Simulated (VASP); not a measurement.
Here is a VASP 6.6.1 calculation.

Contents of INCAR:

```
PREC = Accurate ; ENCUT = 520
EDIFF = 1E-6 ; ISMEAR = 0
SIGMA = 0.012 ; LREAL = F
LASPH = T ; NELM = 60
ALGO = Normal ; ISIF = 2
LWAVE = F ; LCHARG = F
GGA = PE ; NBANDS = 12
```

File KPOINTS:

```
regular mesh
0
Gamma
  9 9 9
```

Contents of POSCAR:

```
As
1.0
    1.8807968987      1.0858785957      3.5140619945
   -1.8807968987      1.0858785957      3.5140619945
    0.0000000000     -2.1717571915      3.5140619945
As
2
Direct
    0.2260000000      0.2260000000      0.2260000000
    0.7740000000      0.7740000000      0.7740000000
```

Potentials or basis: VASP PAW PBE potentials, release 64 (As).

The run is started by

```sh
$ cat potpaw_PBE.64/As/POTCAR > POTCAR
$ mpirun -np 1 vasp_std > vasp.out
```

**Question.** What does it give for the largest force?

**Answer.** 0.491 eV/Å.

**Question.** Predict the band gap on the k mesh.

**Answer.** Zero (band 5 reaches 5.50 eV, above the bottom of band 6 at 5.39 eV).

**Question.** Predict the pressure.

**Answer.** 4.1 GPa.

Stress tensor (GPa, compression positive):
```
4.26 0.00 0.00
0.00 4.26 0.00
0.00 0.00 3.67
```
